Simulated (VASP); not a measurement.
# LiAl32 (a cell with a defect) in VASP: single point with PBEsol

Aim: the single point of LiAl32 (a cell with a defect) with PBEsol.

Program: VASP 6.6.1. These are calculated values, not measurements. Logs are shortened: lines on timing, memory, paths and dates and some standing lists are left out, and cuts for length are marked.

### Step 1. The cell of the first run

The cell holds a defect, 33 atoms: a = 8.100 Å, b = 8.100 Å, c = 8.100 Å, α = 90.00°, β = 90.00°, γ = 90.00°.

### Step 2. Single point, PBEsol

Contents of INCAR:

```
SYSTEM = LiAl32
ALGO = Normal ; EDIFF = 1E-6
ENCUT = 520 ; GGA = PS
ISIF = 2 ; ISMEAR = -1
LASPH = .TRUE. ; LCHARG = .FALSE.
LREAL = Auto ; LWAVE = .FALSE.
NBANDS = 72 ; NELM = 60
PREC = Accurate ; SIGMA = 0.1
```

Contents of KPOINTS:

```
k-points
0
G
  2 2 2
  0 0 0
```

Contents of POSCAR:

```
LiAl32
1.0
    8.1000000000      0.0000000000      0.0000000000
    0.0000000000      8.1000000000      0.0000000000
    0.0000000000      0.0000000000      8.1000000000
Al Li
32 1
Direct
    0.4977027240      0.0021015949      0.0021238222
    0.7500538406      0.2499281551     -0.0121094288
    0.7500537995     -0.0120991111      0.2499358562
    0.0022605277      0.0020346413      0.0020568199
    0.2499413628      0.2508148922     -0.0455434386
    0.4986013044      0.4983803971      0.0012311791
    0.7499829672      0.7502370759     -0.0043804747
    0.2499412063     -0.0458049213      0.2507297977
    0.5435711956      0.2507954583      0.2507103297
    0.7500547539      0.5122584088      0.2499306214
    0.4985092465      0.0013010237      0.4983095005
    0.7500547030      0.2499229261      0.5122514623
    0.7499828778     -0.0043721173      0.7502126542
    0.0013666035      0.4984426835      0.0011699622
    0.2500052271      0.7492524613     -0.0121320998
   -0.0432323305      0.2507918316      0.2507070740
    0.2499448286      0.5411023627      0.2506850011
    0.5122034903      0.7492470344      0.2499337797
    0.0014581626      0.0012392355      0.4983723398
    0.2499446213      0.2507700920      0.5413428196
    0.4993359397      0.4991227533      0.4991439416
    0.7499844720      0.7502162418      0.5044852887
    0.2500052188     -0.0121171918      0.7493328854
    0.5121989525      0.2499260483      0.7493274197
    0.7499845607      0.5044900020      0.7501918160
   -0.0122147392      0.7492460888      0.2499334153
    0.0006361786      0.4991798246      0.4992009392
    0.2500055962      0.7492406904      0.5122730197
   -0.0122102354      0.2499256535      0.7493265570
    0.2500056183      0.5122755153      0.7493211168
    0.5044358989      0.7502278477      0.7502033667
   -0.0044442105      0.7502261692      0.7502018678
    0.2502289373      0.2468266322      0.2471646882
```

Potentials or basis: VASP PAW PBE potentials, release 64 (Al, Li_sv).

On the command line:

```
cat potpaw_PBE.64/Al/POTCAR potpaw_PBE.64/Li_sv/POTCAR > POTCAR
mpirun -np 1 vasp_std > vasp.out
```

OUTCAR:

```text
SYSTEM = LiAl32
   EDIFF = 1E-6
   ENCUT = 520
   GGA = PS
   ISIF = 2
   ISMEAR = -1
   LASPH = .TRUE.
   LREAL = Auto
   NELM = 60
   PREC = Accurate

 ion  position               nearest neighbor table
   1  0.498  0.002  0.002-   3 2.87   2 2.87  23 2.87   8 2.87  15 2.87   5 2.87  24 2.87  18 2.87
                             9 2.87  31 2.89   7 2.89  13 2.89
   2  0.750  0.250  0.988-   9 2.71  16 2.71  29 2.73  24 2.73  13 2.82  25 2.82  14 2.86   6 2.87
                             4 2.87   1 2.87   3 3.00  10 3.00
   3  0.750  0.988  0.250-   9 2.71  16 2.71  26 2.73  18 2.73   7 2.82  22 2.82  19 2.86  11 2.87
                             4 2.87   1 2.87   2 3.00  12 3.00
   4  0.002  0.002  0.002-   3 2.87   2 2.87  23 2.87   8 2.87  15 2.87   5 2.87  29 2.87  26 2.87
                            16 2.87  32 2.89   7 2.89  13 2.89
   5  0.250  0.251  0.954-  33 2.37  30 2.69  29 2.70  24 2.70  23 2.70  14 2.87   6 2.87   4 2.87
                             1 2.87  20 3.35  17 3.36
   6  0.499  0.498  0.001-  15 2.86  18 2.86   2 2.87  10 2.87   5 2.87  24 2.87  30 2.87   9 2.87
                            17 2.87  25 2.88  31 2.88   7 2.88
   7  0.750  0.750  0.996-  13 2.81  31 2.81  32 2.81  25 2.81   3 2.82  18 2.82  26 2.82  10 2.82
                            14 2.88   6 2.88   4 2.89   1 2.89
   8  0.250  0.954  0.251-  33 2.37  28 2.69  26 2.70  18 2.70  15 2.70  19 2.87  11 2.87   4 2.87
                             1 2.87  17 3.35  20 3.36
   9  0.544  0.251  0.251-  33 2.38  10 2.70  12 2.70   2 2.71   3 2.71  21 2.87   6 2.87  11 2.87
                             1 2.87  17 3.34  20 3.35  16 3.35
  10  0.750  0.512  0.250-   9 2.70  16 2.70  26 2.72  18 2.72   7 2.82  22 2.82  27 2.86  21 2.87
                            14 2.87   6 2.87   2 3.00  12 3.01
  11  0.499  0.001  0.498-  23 2.86  24 2.86   3 2.87  12 2.87   8 2.87  18 2.87  28 2.87   9 2.87
                            20 2.87  22 2.88  31 2.88  13 2.88
  12  0.750  0.250  0.512-   9 2.70  16 2.70  29 2.72  24 2.72  13 2.82  25 2.82  27 2.86  21 2.87
                            19 2.87  11 2.87   3 3.00  10 3.01
  13  0.750  0.996  0.750-   7 2.81  31 2.81  32 2.81  22 2.81   2 2.82  24 2.82  29 2.82  12 2.82
                            19 2.88  11 2.88   4 2.89   1 2.89
  14  0.001  0.498  0.001-  15 2.86  26 2.86   2 2.86  10 2.87   5 2.87  29 2.87  30 2.87  16 2.87
                            17 2.87  25 2.88  32 2.88   7 2.88
  15  0.250  0.749  0.988-   8 2.70  17 2.72  30 2.72  23 2.73  31 2.82  32 2.82  14 2.86   6 2.86
                             4 2.87   1 2.87  18 3.00  26 3.00
  16  0.957  0.251  0.251-  33 2.38  10 2.70  12 2.70   2 2.71   3 2.71  27 2.87  14 2.87  19 2.87
                             4 2.87  17 3.34  20 3.34   9 3.35
  17  0.250  0.541  0.251-  33 2.38  28 2.71  26 2.71  18 2.71  15 2.72  27 2.87  21 2.87  14 2.87
                             6 2.87  20 3.33  16 3.34   9 3.34   8 3.35   5 3.36
  18  0.512  0.749  0.250-   8 2.70  17 2.71  10 2.72   3 2.73   7 2.82  22 2.82  21 2.86   6 2.86
                            11 2.87   1 2.87  15 3.00  28 3.00
  19  0.001  0.001  0.498-  23 2.86  29 2.86   3 2.86  12 2.87   8 2.87  26 2.87  28 2.87  16 2.87
                            20 2.87  22 2.88  32 2.88  13 2.88
  20  0.250  0.251  0.541-  33 2.38  30 2.71  29 2.71  24 2.71  23 2.72  27 2.87  21 2.87  19 2.87
                            11 2.87  17 3.33  16 3.34   5 3.35   9 3.35   8 3.36
  21  0.499  0.499  0.499-  18 2.86  24 2.86  28 2.86  30 2.86  12 2.87  10 2.87   9 2.87  20 2.87
                            17 2.87  25 2.87  22 2.87  31 2.88
  22  0.750  0.750  0.504-  13 2.81  31 2.81  32 2.81  25 2.81   3 2.82  18 2.82  26 2.82  10 2.82
                            27 2.87  21 2.87  19 2.88  11 2.88
  23  0.250  0.988  0.749-   5 2.70  20 2.72  28 2.72  15 2.73  31 2.82  32 2.82  19 2.86  11 2.86
                             4 2.87   1 2.87  24 3.00  29 3.00
  24  0.512  0.250  0.749-   5 2.70  20 2.71  12 2.72   2 2.73  13 2.82  25 2.82  21 2.86  11 2.86
                             6 2.87   1 2.87  23 3.00  30 3.00
  25  0.750  0.504  0.750-   7 2.81  31 2.81  32 2.81  22 2.81   2 2.82  24 2.82  29 2.82  12 2.82
                            27 2.87  21 2.87  14 2.88   6 2.88
  26  0.988  0.749  0.250-   8 2.70  17 2.71  10 2.72   3 2.73   7 2.82  22 2.82  27 2.86  14 2.86
                            19 2.87   4 2.87  15 3.00  28 3.00
  27  0.001  0.499  0.499-  26 2.86  29 2.86  28 2.86  30 2.86  12 2.86  10 2.86  16 2.87  20 2.87
                            17 2.87  25 2.87  22 2.87  32 2.88
  28  0.250  0.749  0.512-   8 2.69  17 2.71  30 2.71  23 2.72  31 2.82  32 2.82  27 2.86  21 2.86
                            19 2.87  11 2.87  18 3.00  26 3.00
  29  0.988  0.250  0.749-   5 2.70  20 2.71  12 2.72   2 2.73  13 2.82  25 2.82  27 2.86  19 2.86
                            14 2.87   4 2.87  23 3.00  30 3.00
  30  0.250  0.512  0.749-   5 2.69  20 2.71  28 2.71  15 2.72  31 2.82  32 2.82  27 2.86  21 2.86
                            14 2.87   6 2.87  24 3.00  29 3.00
  31  0.504  0.750  0.750-  13 2.81   7 2.81  22 2.81  25 2.81  23 2.82  15 2.82  28 2.82  30 2.82
                            21 2.88   6 2.88  11 2.88   1 2.89
  32  0.996  0.750  0.750-  13 2.81   7 2.81  22 2.81  25 2.81  23 2.82  15 2.82  28 2.82  30 2.82
                            27 2.88  14 2.88  19 2.88   4 2.89
  33  0.250  0.247  0.247-   8 2.37   5 2.37   9 2.38  16 2.38  20 2.38  17 2.38

  LATTYP: Found a simple cubic cell.
 ALAT       =     8.1000000000

  Lattice vectors:

 A1 = (   8.1000000000,   0.0000000000,   0.0000000000)
 A2 = (   0.0000000000,   8.1000000000,   0.0000000000)
 A3 = (   0.0000000000,   0.0000000000,   8.1000000000)

Analysis of symmetry for initial positions (statically):
=====================================================================
[... 148 lines left out ...]
  0.000000  0.500000  0.500000      1.000000
  0.500000  0.000000  0.500000      1.000000
  0.500000  0.500000  0.500000      1.000000
   k-points           NKPTS =      8   k-points in BZ     NKDIM =      8   number of bands    NBANDS=     72
   number of dos      NEDOS =    301   number of ions     NIONS =     33
   total plane-waves  NPLWV = 216000
   dimension x,y,z NGX =    60 NGY =   60 NGZ =   60
   dimension x,y,z NGXF=   120 NGYF=  120 NGZF=  120
   ions per type =              32   1
   NGX,Y,Z   is equivalent  to a cutoff of  12.31, 12.31, 12.31 a.u.
   NGXF,Y,Z  is equivalent  to a cutoff of  24.63, 24.63, 24.63 a.u.
 SYSTEM =  LiAl32
   PREC   = accura    normal or accurate (medium, high low for compatibility)
   ISTART =      0    job   : 0-new  1-cont  2-samecut
   ICHARG =      2    charge: 1-file 2-atom 10-const
   ISPIN  =      1    spin polarized calculation?
   LNONCOLLINEAR =      F non collinear calculations
   LSORBIT =      F    spin-orbit coupling
   LASPH  =      T    aspherical Exc in radial PAW
   ENCUT  =  520.0 eV  38.22 Ry    6.18 a.u.  15.06 15.06 15.06*2*pi/ulx,y,z
   NELM   =     60;   NELMIN=  2; NELMDL= -5     # of ELM steps
   EDIFF  = 0.1E-05   stopping-criterion for ELM
   LREAL  =      T    real-space projection
   EDIFFG = 0.1E-04   stopping-criterion for IOM
   NSW    =      0    number of steps for IOM
   IBRION =     -1    ionic relax: 0-MD 1-quasi-New 2-CG
   NFREE  =      0    steps in history (QN), initial steepest desc. (CG)
   ISIF   =      2    stress and relaxation
   ISYM   =      2    0-nonsym 1-usesym 2-fastsym
   POTIM  = 0.5000    time-step for ionic-motion
   TEBEG  =    0.0;   TEEND  =   0.0 temperature during run
   PSTRESS=    0.0 pullay stress
   NELECT =      99.0000    total number of electrons
   NUPDOWN=      -1.0000    fix difference up-down
   EMIN   =  10.00;   EMAX   =-10.00  energy-range for DOS
   EFERMI =   0.00;   METHOD = LEGACY
   ISMEAR =    -1;   SIGMA  =   0.10  broadening in eV -4-tet -1-fermi 0-gaus
   EFERMI_NEDOS =   21; number of points for ismear=-14 and -15
   IALGO  =     38    algorithm
   IMIX   =      4    mixing-type and parameters
     AMIX     =   0.40;   BMIX     =  1.00
     AMIX_MAG =   1.60;   BMIX_MAG =  1.00
  volume/ion in A,a.u.               =      16.10       108.68
  Fermi-wavevector in a.u.,A,eV,Ry     =   0.934978  1.766853 11.894002  0.874184
  Thomas-Fermi vector in A             =   2.061839
   LORBIT       =      0    0 simple, 1 ext, 2 COOP (PROOUT), +10 PAW based schemes
   GGA     = PS    functional components
   LHFCALC =     F    Hartree Fock is set to
   AEXX    =    0.0000 exact exchange contribution
   IVDW    =     0    specifies the selected vdW correction
   LEPSILON=     F    determine dielectric tensor
   LRPA    =     F    only Hartree local field effects (RPA)
 non-spin polarized calculation
  energy-cutoff  :      520.00
  volume of cell :      531.44
 maximum number of plane-waves:     14400
   NGX = 31   NGY = 31   NGZ = 31

 number of electron      99.0000001 magnetization

 Free energy of the ion-electron system (eV)
  ---------------------------------------------------
  ext. energy  EPLUGINS =         0.00000000
  ---------------------------------------------------
  free energy    TOTEN  =      -131.30168864 eV

  energy without entropy =     -130.81735457  energy(sigma->0) =     -131.05952161

 E-fermi :   7.6565     XC(G=0): -10.2733

 val. band max:        7.6108381728   @ k =   0.5000   0.0000   0.0000
 cond. band min:       7.6568956848   @ k =   0.5000   0.5000   0.5000
 fundamental gap:      0.0460575120
 Fermi energy:         7.6565474243

 k-point     1 :       0.0000    0.0000    0.0000
  band No.  band energies     occupation
      1     -37.4122      2.00000
      2      -3.1850      2.00000
      3      -1.1819      2.00000
      4      -1.1819      2.00000
      5      -0.8950      2.00000
      6      -0.8950      2.00000
[... 501 lines left out ...]
     60      11.0461      0.00000
     61      11.1715      0.00000
 [bands above 61 left out]

------------------------ aborting loop because EDIFF is reached ----------------------------------------

  FORCE on cell =-STRESS in cart. coord.  units (eV):
  Direction    XX          YY          ZZ          XY          YZ          ZX
  --------------------------------------------------------------------------------------
  -------------------------------------------------------------------------------------
  Total        4.9052931      4.8932036      4.8906899      0.0014406     -0.0206340     -0.0005545
  in kB       14.7883760     14.7519289     14.7443507      0.0043431     -0.0622071     -0.0016716
  external PRESSURE =      14.7615519 kB  Pullay stress =       0.0000000 kB

 VOLUME and BASIS-vectors are now :
 -----------------------------------------------------------------------------
  energy-cutoff  :      520.00
  volume of cell :      531.44
      direct lattice vectors                 reciprocal lattice vectors
     8.100000000  0.000000000  0.000000000     0.123456790  0.000000000  0.000000000
     0.000000000  8.100000000  0.000000000     0.000000000  0.123456790  0.000000000
     0.000000000  0.000000000  8.100000000     0.000000000  0.000000000  0.123456790

 POSITION                                       TOTAL-FORCE (eV/Angst)
 -----------------------------------------------------------------------------------
      4.03139      0.01702      0.01720         0.009872     -0.009692     -0.009246
      6.07544      2.02442      8.00191        -0.000085     -0.001157     -0.005432
      6.07544      8.00200      2.02448        -0.000085     -0.005518     -0.000921
      0.01831      0.01648      0.01666        -0.009778     -0.008896     -0.009014
      2.02453      2.03160      7.73110        -0.000392     -0.000590     -0.011259
      4.03867      4.03688      0.00997         0.007596      0.008456     -0.006259
[... 25 lines left out ...]
      8.06400      6.07683      6.07664         0.008689      0.000368      0.000594
      2.02685      1.99930      2.00203         0.001028     -0.001951     -0.003349
 -----------------------------------------------------------------------------------
    total drift:                                0.002765      0.002643     -0.004468

  FREE ENERGIE OF THE ION-ELECTRON SYSTEM (eV)
  ---------------------------------------------------
  free  energy   TOTEN  =      -131.3016886403 eV

  energy  without entropy=     -130.8173545738  energy(sigma->0) =     -131.05952161
```

Run time: 12 min. Hardware: 1 thread of Intel Xeon 8259CL, shared host; peak memory 0.57 GiB.

What came out:

```
Free energy   : -131.3017 eV
Largest force : 0.017 eV/Å
```

Forces on the atoms (eV/Å):
```
Al   0.010 -0.010 -0.009
Al   0.000 -0.001 -0.005
Al   0.000 -0.006 -0.001
Al  -0.010 -0.009 -0.009
Al   0.000 -0.001 -0.011
Al   0.008  0.008 -0.006
Al   0.000 -0.001  0.010
Al   0.000 -0.010  0.000
Al   0.013  0.001  0.000
Al   0.000  0.011  0.000
Al   0.008 -0.006  0.008
Al   0.000 -0.001  0.010
Al   0.000  0.010 -0.001
Al  -0.007  0.008 -0.006
Al   0.000 -0.001 -0.007
Al  -0.013  0.001  0.000
Al   0.000  0.015  0.000
Al   0.008 -0.002 -0.001
Al  -0.008 -0.006  0.009
Al   0.000  0.000  0.015
Al   0.005  0.006  0.006
Al   0.000  0.000 -0.008
Al   0.000 -0.007 -0.001
Al   0.008 -0.001 -0.002
Al   0.000 -0.008  0.000
Al  -0.008 -0.002 -0.001
Al  -0.005  0.006  0.006
Al   0.000 -0.002  0.009
Al  -0.008 -0.001 -0.002
Al   0.000  0.009 -0.002
Al  -0.009  0.000  0.001
Al   0.009  0.000  0.001
Li   0.001 -0.002 -0.003
```

Caveat: the k points lie up to 0.39 Å⁻¹ apart; the cutoff is under 1.25 times the usual one of these potentials, so pressure, stress and relaxed cells hold a basis-set (Pulay) error; the PAW data sets were made with another functional, which shifts forces and pressure a little.
